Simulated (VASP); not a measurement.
# KBeCl3 (P4/mbm) in VASP: single point with PBE

Aim: the single point of KBeCl3 with PBE.

All numbers are computed with VASP 6.6.1; they aren't measurements. Logs are shortened: lines on timing, memory, paths and dates and some standing lists are left out, and cuts for length are marked.

**1. The cell of the first run**

It takes space group P4/mbm (No. 127, tetragonal). Conventional cell: a = 6.626 Å, b = 6.626 Å, c = 4.684 Å, α = 90.00°, β = 90.00°, γ = 90.00°. Within 4.3 Å of K (site symmetry mmm) lie 12 Cl at 3.29 to 3.33 Å and 8 Be at 4.06 Å. Be (site symmetry 4/m) has 6 Cl at 2.34 Å within 3.1 Å. Cl (site symmetry m2m) has 2 Be at 2.34 Å within 3.1 Å. Cl (site symmetry 4/m) has 2 Be at 2.34 Å within 3.1 Å.

**2. Single point, PBE**

The input, INCAR:

```
SYSTEM = KBeCl3
ALGO = Normal
EDIFF = 1E-6
ENCUT = 520
GGA = PE
ISIF = 2
ISMEAR = 0
LASPH = .TRUE.
LCHARG = .TRUE.
LELF = .TRUE.
LREAL = .FALSE.
LVHAR = .TRUE.
LWAVE = .FALSE.
NBANDS = 43
NELM = 80
PREC = Accurate
SIGMA = 0.1
```

The input, KPOINTS:

```
k-points
0
G
  4 2 2
  0 0 0
```

The input, POSCAR:

```
KBeCl3
1.0
    0.0000000000      0.0000000000      4.6842039661
    6.6262038146      0.0000000000      0.0000000000
    0.0000000000      6.6262038146      0.0000000000
K Be Cl
2 2 6
Direct
    0.5000000000      0.0000000000      0.5000000000
    0.5000000000      0.5000000000      0.0000000000
    0.0000000000      0.5000000000      0.5000000000
    0.0000000000      0.0000000000      0.0000000000
    0.0000000000      0.7528688586      0.2528688586
    0.0000000000      0.7471311414      0.7528688586
    0.5000000000      0.5000000000      0.5000000000
    0.0000000000      0.2471311414      0.7471311414
    0.0000000000      0.2528688586      0.2471311414
    0.5000000000      0.0000000000      0.0000000000
```

Potentials or basis: VASP PAW PBE potentials, release 64 (K_sv, Be, Cl).

Started as:

```sh
cat potpaw_PBE.64/K_sv/POTCAR potpaw_PBE.64/Be/POTCAR potpaw_PBE.64/Cl/POTCAR > POTCAR
mpirun -np 1 vasp_std > vasp.out
```

OUTCAR:

```text
SYSTEM = KBeCl3
   EDIFF = 1E-6
   ENCUT = 520
   GGA = PE
   ISIF = 2
   ISMEAR = 0
   LASPH = .TRUE.
   LREAL = .FALSE.
   NELM = 80
   PREC = Accurate

 ion  position               nearest neighbor table
   1  0.500  0.000  0.500-
   2  0.500  0.500  0.000-
   3  0.000  0.500  0.500-   7 2.34   7 2.34   5 2.34   8 2.34   9 2.34   6 2.34
   4  0.000  0.000  0.000-  10 2.34  10 2.34   8 2.34   9 2.34   5 2.34   6 2.34
   5  0.000  0.753  0.253-   3 2.34   4 2.34
   6  0.000  0.747  0.753-   3 2.34   4 2.34
   7  0.500  0.500  0.500-   3 2.34   3 2.34
   8  0.000  0.247  0.747-   3 2.34   4 2.34
   9  0.000  0.253  0.247-   3 2.34   4 2.34
  10  0.500  0.000  0.000-   4 2.34   4 2.34

  LATTYP: Found a simple tetragonal cell.
 ALAT       =     6.6262038146
 C/A-ratio  =     0.7069212021

  Lattice vectors:

 A1 = (   6.6262038146,   0.0000000000,   0.0000000000)
 A2 = (   0.0000000000,   6.6262038146,   0.0000000000)
 A3 = (   0.0000000000,   0.0000000000,   4.6842039661)

Analysis of symmetry for initial positions (statically):
=====================================================================
 Subroutine PRICEL returns:
 Original cell was already a primitive cell.

 Routine SETGRP: Setting up the symmetry group for a
 simple tetragonal supercell.

 Subroutine GETGRP returns: Found 16 space group operations
 (whereof  8 operations were pure point group operations)
 out of a pool of 16 trial point group operations.

The static configuration has the point symmetry C_4h.
 The point group associated with its full space group is D_4h.

Analysis of symmetry for dynamics (positions and initial velocities):
=====================================================================
 Subroutine PRICEL returns:
 Original cell was already a primitive cell.

 Routine SETGRP: Setting up the symmetry group for a
 simple tetragonal supercell.

 Subroutine GETGRP returns: Found 16 space group operations
 (whereof  8 operations were pure point group operations)
 out of a pool of 16 trial point group operations.

The dynamic configuration has the point symmetry C_4h.
 The point group associated with its full space group is D_4h.

 Subroutine INISYM returns: Found 16 space group operations
 (whereof  8 operations are pure point group operations),
 and found     1 'primitive' translations

----------------------------------------------------------------------------------------

                                     Primitive cell

  volume of cell :     205.6674

  direct lattice vectors                    reciprocal lattice vectors
     0.000000000  0.000000000  4.684203966     0.000000000  0.000000000  0.213483445
     6.626203815  0.000000000  0.000000000     0.150915974  0.000000000  0.000000000
     0.000000000  6.626203815  0.000000000     0.000000000  0.150915974  0.000000000

  length of vectors
     4.684203966  6.626203815  6.626203815     0.213483445  0.150915974  0.150915974

  position of ions in fractional coordinates (direct lattice)
     0.500000000  0.000000000  0.500000000
     0.500000000  0.500000000  0.000000000
     0.000000000  0.500000000  0.500000000
     0.000000000  0.000000000  0.000000000
     0.000000000  0.752868859  0.252868859
     0.000000000  0.747131141  0.752868859
     0.500000000  0.500000000  0.500000000
     0.000000000  0.247131141  0.747131141
     0.000000000  0.252868859  0.247131141
     0.500000000  0.000000000  0.000000000

  ion indices of the primitive-cell ions
   primitive index   ion index
                 1           1
                 2           2
                 3           3
                 4           4
                 5           5
                 6           6
                 7           7
                 8           8
                 9           9
                10          10

----------------------------------------------------------------------------------------

 KPOINTS: k-points

Automatic generation of k-mesh.
 Grid dimensions read from file:
 generate k-points for:    4    2    2

 Generating k-lattice:

  Cartesian coordinates                     Fractional coordinates (reciprocal lattice)
     0.000000000  0.000000000  0.053370861     0.250000000  0.000000000  0.000000000
     0.075457987  0.000000000  0.000000000     0.000000000  0.500000000  0.000000000
     0.000000000  0.075457987  0.000000000     0.000000000  0.000000000  0.500000000

  Length of vectors
     0.053370861  0.075457987  0.075457987

  Shift w.r.t. Gamma in fractional coordinates (k-lattice)
     0.000000000  0.000000000  0.000000000

 Subroutine IBZKPT returns following result:
 ===========================================

 Found      9 irreducible k-points:

 Following reciprocal coordinates:
            Coordinates               Weight
  0.000000  0.000000  0.000000      1.000000
  0.250000  0.000000  0.000000      2.000000
  0.500000  0.000000  0.000000      1.000000
  0.000000  0.500000  0.000000      2.000000
  0.250000  0.500000  0.000000      4.000000
  0.500000  0.500000  0.000000      2.000000
  0.000000  0.500000  0.500000      1.000000
  0.250000  0.500000  0.500000      2.000000
  0.500000  0.500000  0.500000      1.000000
   k-points           NKPTS =      9   k-points in BZ     NKDIM =      9   number of bands    NBANDS=     43
   number of dos      NEDOS =    301   number of ions     NIONS =     10
   total plane-waves  NPLWV =  90000
   dimension x,y,z NGX =    36 NGY =   50 NGZ =   50
   dimension x,y,z NGXF=    72 NGYF=  100 NGZF=  100
   ions per type =               2   2   6
   NGX,Y,Z   is equivalent  to a cutoff of  12.78, 12.54, 12.54 a.u.
   NGXF,Y,Z  is equivalent  to a cutoff of  25.55, 25.09, 25.09 a.u.
 SYSTEM =  KBeCl3
   PREC   = accura    normal or accurate (medium, high low for compatibility)
   ISTART =      0    job   : 0-new  1-cont  2-samecut
   ICHARG =      2    charge: 1-file 2-atom 10-const
   ISPIN  =      1    spin polarized calculation?
   LNONCOLLINEAR =      F non collinear calculations
   LSORBIT =      F    spin-orbit coupling
   LASPH  =      T    aspherical Exc in radial PAW
   ENCUT  =  520.0 eV  38.22 Ry    6.18 a.u.   8.71 12.32 12.32*2*pi/ulx,y,z
   NELM   =     80;   NELMIN=  2; NELMDL= -5     # of ELM steps
   EDIFF  = 0.1E-05   stopping-criterion for ELM
   LREAL  =      F    real-space projection
   EDIFFG = 0.1E-04   stopping-criterion for IOM
   NSW    =      0    number of steps for IOM
   IBRION =     -1    ionic relax: 0-MD 1-quasi-New 2-CG
   NFREE  =      0    steps in history (QN), initial steepest desc. (CG)
   ISIF   =      2    stress and relaxation
   ISYM   =      2    0-nonsym 1-usesym 2-fastsym
   POTIM  = 0.5000    time-step for ionic-motion
   TEBEG  =    0.0;   TEEND  =   0.0 temperature during run
   PSTRESS=    0.0 pullay stress
   NELECT =      64.0000    total number of electrons
   NUPDOWN=      -1.0000    fix difference up-down
   EMIN   =  10.00;   EMAX   =-10.00  energy-range for DOS
   EFERMI =   0.00;   METHOD = LEGACY
   ISMEAR =     0;   SIGMA  =   0.10  broadening in eV -4-tet -1-fermi 0-gaus
   EFERMI_NEDOS =   21; number of points for ismear=-14 and -15
   IALGO  =     38    algorithm
   IMIX   =      4    mixing-type and parameters
     AMIX     =   0.40;   BMIX     =  1.00
     AMIX_MAG =   1.60;   BMIX_MAG =  1.00
  volume/ion in A,a.u.               =      20.57       138.79
  Fermi-wavevector in a.u.,A,eV,Ry     =   1.109378  2.096421 16.744967  1.230720
  Thomas-Fermi vector in A             =   2.245917
   LORBIT       =      0    0 simple, 1 ext, 2 COOP (PROOUT), +10 PAW based schemes
   GGA     = PE    functional components
   LHFCALC =     F    Hartree Fock is set to
   AEXX    =    0.0000 exact exchange contribution
   IVDW    =     0    specifies the selected vdW correction
   LEPSILON=     F    determine dielectric tensor
   LRPA    =     F    only Hartree local field effects (RPA)
 non-spin polarized calculation
 Gauss-broadening in eV      SIGMA  =   0.10
  energy-cutoff  :      520.00
  volume of cell :      205.67
 maximum number of plane-waves:      5572
 NGX is ok and might be reduce to    36
   NGX = 17   NGY = 25   NGZ = 25

 number of electron      63.9999990 magnetization

 Free energy of the ion-electron system (eV)
  ---------------------------------------------------
  ext. energy  EPLUGINS =         0.00000000
  ---------------------------------------------------
  free energy    TOTEN  =       -34.10559180 eV

  energy without entropy =      -34.10559180  energy(sigma->0) =      -34.10559180

 E-fermi :   1.7688     XC(G=0):  -8.9758

 val. band max:        1.2001109858   @ k =   0.5000   0.0000   0.0000
 cond. band min:       3.6374669617   @ k =   0.0000   0.0000   0.0000
 fundamental gap:      2.4373559760
 Fermi energy:         1.7688112658

 k-point     1 :       0.0000    0.0000    0.0000
  band No.  band energies     occupation
      1     -26.5836      2.00000
      2     -26.5795      2.00000
      3     -13.3149      2.00000
      4     -12.4580      2.00000
      5     -12.4580      2.00000
      6     -12.4482      2.00000
[... 35 lines left out ...]
     42       8.7763      0.00000
     43      10.1203      0.00000

 k-point     2 :       0.2500    0.0000    0.0000
  band No.  band energies     occupation
      1     -26.5825      2.00000
      2     -26.5786      2.00000
      3     -13.1862      2.00000
      4     -12.4261      2.00000
      5     -12.4212      2.00000
      6     -12.4212      2.00000
[... 35 lines left out ...]
     42       9.6281      0.00000
     43       9.6318      0.00000

 k-point     3 :       0.5000    0.0000    0.0000
  band No.  band energies     occupation
      1     -26.5814      2.00000
      2     -26.5778      2.00000
      3     -12.9750      2.00000
      4     -12.4492      2.00000
      5     -12.4035      2.00000
      6     -12.3827      2.00000
[... 229 lines left out ...]
      6     -12.4433      2.00000
[... 35 lines left out ...]
     42      10.0868      0.00000
     43      10.1290      0.00000

 k-point     9 :       0.5000    0.5000    0.5000
  band No.  band energies     occupation
      1     -26.5795      2.00000
      2     -26.5795      2.00000
      3     -12.4778      2.00000
      4     -12.4778      2.00000
      5     -12.4580      2.00000
      6     -12.4580      2.00000
[... 35 lines left out ...]
     42      10.6559      0.00000
     43      10.7002      0.00000

------------------------ aborting loop because EDIFF is reached ----------------------------------------

  FORCE on cell =-STRESS in cart. coord.  units (eV):
  Direction    XX          YY          ZZ          XY          YZ          ZX
  --------------------------------------------------------------------------------------
  -------------------------------------------------------------------------------------
  Total        0.1855940      0.1855940     -0.1634211      0.0000000      0.0000000      0.0000000
  in kB        1.4458031      1.4458031     -1.2730728      0.0000000      0.0000000      0.0000000
  external PRESSURE =       0.5395112 kB  Pullay stress =       0.0000000 kB

 VOLUME and BASIS-vectors are now :
 -----------------------------------------------------------------------------
  energy-cutoff  :      520.00
  volume of cell :      205.67
      direct lattice vectors                 reciprocal lattice vectors
     0.000000000  0.000000000  4.684203966     0.000000000  0.000000000  0.213483445
     6.626203815  0.000000000  0.000000000     0.150915974  0.000000000  0.000000000
     0.000000000  6.626203815  0.000000000     0.000000000  0.150915974  0.000000000

 POSITION                                       TOTAL-FORCE (eV/Angst)
 -----------------------------------------------------------------------------------
      0.00000      3.31310      2.34210         0.000000      0.000000      0.000000
      3.31310      0.00000      2.34210         0.000000      0.000000      0.000000
      3.31310      3.31310      0.00000         0.000000      0.000000      0.000000
      0.00000      0.00000      0.00000         0.000000      0.000000      0.000000
      4.98866      1.67556      0.00000         0.001805      0.001805     -0.000000
      4.95064      4.98866      0.00000        -0.001805      0.001805      0.000000
      3.31310      3.31310      2.34210         0.000000      0.000000      0.000000
      1.63754      4.95064      0.00000        -0.001805     -0.001805      0.000000
      1.67556      1.63754      0.00000         0.001805     -0.001805     -0.000000
      0.00000      0.00000      2.34210         0.000000      0.000000      0.000000
 -----------------------------------------------------------------------------------
    total drift:                                0.000000      0.000000      0.000000

  FREE ENERGIE OF THE ION-ELECTRON SYSTEM (eV)
  ---------------------------------------------------
  free  energy   TOTEN  =       -34.1055917965 eV

  energy  without entropy=      -34.1055917965  energy(sigma->0) =      -34.10559180
```

It took 70 s on 1 thread of Intel Xeon Platinum 8488C (Sapphire Rapids), shared host; peak memory 0.31 GiB.

Results:

* Free energy: -34.1056 eV
* Pressure: 0.1 GPa
* Band gap on the k mesh: 2.44 eV

Forces in eV/Å, atoms in the order of the input:
```
K    0.000  0.000  0.000
K    0.000  0.000  0.000
Be   0.000  0.000  0.000
Be   0.000  0.000  0.000
Cl   0.002  0.002  0.000
Cl  -0.002  0.002  0.000
Cl   0.000  0.000  0.000
Cl  -0.002 -0.002  0.000
Cl   0.002 -0.002  0.000
Cl   0.000  0.000  0.000
```

Stress tensor (GPa, compression positive):
```
 0.14  0.00  0.00
 0.00  0.14  0.00
 0.00  0.00 -0.13
```

Caveat: the k points lie up to 0.47 Å⁻¹ apart.
